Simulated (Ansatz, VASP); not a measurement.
## Os: VASP beside Ansatz

File INCAR:

```
ALGO = Normal ; EDIFF = 1E-6
ENCUT = 520 ; GGA = PE
GGA_COMPAT = False ; ISIF = 2
ISMEAR = -1 ; LASPH = True
LCHARG = False ; LMAXMIX = 4
LORBIT = 11 ; LORBMOM = True
LREAL = False ; LSORBIT = True
LWAVE = False ; MAGMOM = 0 0 0 0 0 0
NBANDS = 28 ; NELM = 150
PREC = Accurate ; SIGMA = 0.05
```

KPOINTS

```
k-points
0
Gamma
  15 15 9
```

File POSCAR:

```
Os
1.0
    2.7340999755      0.0000000000      0.0000000000
   -1.3670499878      2.3678000353      0.0000000000
    0.0000000000      0.0000000000      4.3197000000
Os
2
Direct
    0.3333333333      0.6666666667      0.2500000000
    0.6666666667      0.3333333333      0.7500000000
```

Input for Ansatz:

```yaml
crystal:
  lattice:
    - [2.7340999755, 0.0, 0.0]
    - [-1.3670499878, 2.3678000353, 0.0]
    - [0.0, 0.0, 4.3197]
  atoms:
    - { symbol: Os, position: [0.3333333333, 0.6666666667, 0.25] }
    - { symbol: Os, position: [0.6666666667, 0.3333333333, 0.75] }
kpoints:
  mp_grid: { grid: [15, 15, 9] }
  band_path:
    path:
      - [0.0, 0.0, 0.0]
      - [0.5, 0.0, 0.0]
      - [0.3333333333, 0.3333333333, 0.0]
      - [0.0, 0.0, 0.0]
      - [0.0, 0.0, 0.5]
      - [0.5, 0.0, 0.5]
      - [0.3333333333, 0.3333333333, 0.5]
      - [0.0, 0.0, 0.5]
      - [0.5, 0.0, 0.5]
    npoints: 5
scf:
  occupations: { method: fermi_dirac, width: 0.05 }
hamiltonian:
  xc: pbe
  pseudopotentials: { kind: all_electron, lapw: { basis_error: 0.0005 } }
output:
  forces: true
  stress: true
  eigenvalues: true
magnetization:
  noncollinear: true
  spin_orbit: true
```

Alike in both runs: task single point; functional PBE; k mesh 15 × 15 × 9; occupations fermi-dirac, width 0.05 eV; non-collinear spin, spin-orbit coupling.

|  | VASP | Ansatz |
| --- | --- | --- |
| version | VASP 6.6.1 | Ansatz 0.2.0 |
| potentials or method | VASP PAW PBE potentials, release 64 (Os), cutoff 520 eV | all-electron LAPW |

|  | VASP | Ansatz | Ansatz less VASP |
| --- | --- | --- | --- |
| pressure (GPa) | 9.0 | 8.9 | -0.11 |
| traceless stress, the component that is largest in VASP (GPa) | 0.18 | 0.19 | +0.015 |
| net moment per atom (μB) | 0.00 | 0.00 | 0.000 |

Ansatz ran all-electron here, and VASP with PAW potentials.
